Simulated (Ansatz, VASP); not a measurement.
## One calculation of AlNi, two programs

The input INCAR:

```
SYSTEM = AlNi
  ALGO = Fast
  EDIFF = 1E-7
  ENCUT = 520
  GGA = PE
  ISIF = 2
  ISMEAR = 0
  LASPH = .True.
  LCHARG = .False.
  LREAL = .False.
  LWAVE = .False.
  NBANDS = 21
  NELM = 80
  PREC = Accurate
  SIGMA = 0.15
```

Contents of KPOINTS:

```
k-points
0
Gamma
  12 12 6
  0 0 0
```

File POSCAR:

```
AlNi
1.0
    2.8930835342      0.0000000000      0.0000000000
    0.0000000000      2.8930835342      0.0000000000
    0.0000000000      0.0000000000      5.7861670685
Al Ni
2 2
Direct
   -0.0133865938      0.0368002529      0.4973818082
    0.0133865938     -0.0368002529      0.0026181918
    0.4755449430      0.5416112494      0.2623411028
    0.5244550570      0.4583887506      0.7376588972
```

Input for Ansatz:

```yaml
crystal:
  lattice:
    - [2.8930835342, 0.0, 0.0]
    - [0.0, 2.8930835342, 0.0]
    - [0.0, 0.0, 5.7861670685]
  atoms:
    - { symbol: Al, position: [-0.0133865938, 0.0368002529, 0.4973818082] }
    - { symbol: Al, position: [0.0133865938, -0.0368002529, 0.0026181918] }
    - { symbol: Ni, position: [0.475544943, 0.5416112494, 0.2623411028] }
    - { symbol: Ni, position: [0.524455057, 0.4583887506, 0.7376588972] }
basis:
  ecutwfc: 420
kpoints:
  mp_grid: { grid: [12, 12, 6] }
hamiltonian:
  xc: pbe
scf:
  occupations: { method: gaussian, width: 0.15 }
output:
  forces: true
  stress: true
  eigenvalues: true
```

Alike in both runs: task single point; functional PBE; k mesh 12 × 12 × 6; occupations gaussian, width 0.15 eV; no spin polarisation.

```csv
,VASP,Ansatz
version,VASP 6.6.1,Ansatz 0.2.0
potentials or method,"VASP PAW PBE potentials, release 64 (Al, Ni), cutoff 520 eV","scalar-relativistic, plane waves, PAW"
valence electrons in the cell,26,42
```

```csv
,VASP,Ansatz,Ansatz less VASP
gap on the k mesh at the Fermi level (eV),none,none,-
pressure (GPa),2.7,2.7,+0.04
"traceless stress, the component that is largest in VASP (GPa)",-1.64,-1.63,+0.006
rms of the force components (eV/Å),0.578,0.578,-0.0005
```

Atom by atom the forces differ by 0.001 eV/Å (rms over components). A gap of «none» marks a metal or a gap that the smearing closes. VASP's potentials hold 26 valence electrons a cell and Ansatz's 42, so a difference there can come from the potentials and not from the codes.
